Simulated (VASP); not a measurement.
## CdF2: single point with PBEsol

Crystal: CdF2.

```xyz
3
Lattice="0.0000 2.6914 2.5856 2.6914 0.0000 2.5856 2.6914 2.6914 0.0000" Properties=species:S:1:pos:R:3 pbc="T T T"
Cd    0.0000    0.0000    0.0000
F     1.3457    1.3457    1.2928
F     4.0371    4.0371    3.8784
```

```
Program             : VASP 6.6.1
Task                : single point
Functional          : PBEsol
Potentials or basis : VASP PAW PBE potentials, release 64 (Cd, F)
Cutoff              : 520 eV
k mesh              : 8 × 8 × 8
Occupations         : gaussian, width 0.05 eV
Spin                : no spin polarisation
```

* Pressure: 5.9 GPa
* Band gap on the k mesh: 3.00 eV (least direct gap 3.43 eV)

Stress tensor (GPa, compression positive):
```
4.34 0.00 0.00
0.00 4.34 0.00
0.00 0.00 8.91
```

Levels at points of the mesh, in eV from the valence-band top:
| k point | band 11 | band 12 | band 13 | band 14 | band 15 | band 16 |
| --- | --- | --- | --- | --- | --- | --- |
| (0.00, 0.00, 0.00) | -0.56 | -0.43 | -0.43 | 3.00 | 12.60 | 12.69 |
| (0.50, 0.00, 0.00) | -2.02 | -0.41 | -0.39 | 7.33 | 9.04 | 14.49 |
| (0.50, 0.50, 0.00) | -0.45 | -0.16 | -0.16 | 8.10 | 9.60 | 11.77 |
| (0.50, 0.00, 0.50) | -0.70 | -0.17 | -0.03 | 8.21 | 9.67 | 11.72 |

Wall time 66 s on 1 thread of Intel Xeon 8259CL (shared host), peak memory 0.18 GiB.

Caveat: the cell stands under pressure; the PAW data sets were made with another functional, which shifts forces and pressure a little. A k mesh can miss the band edges.
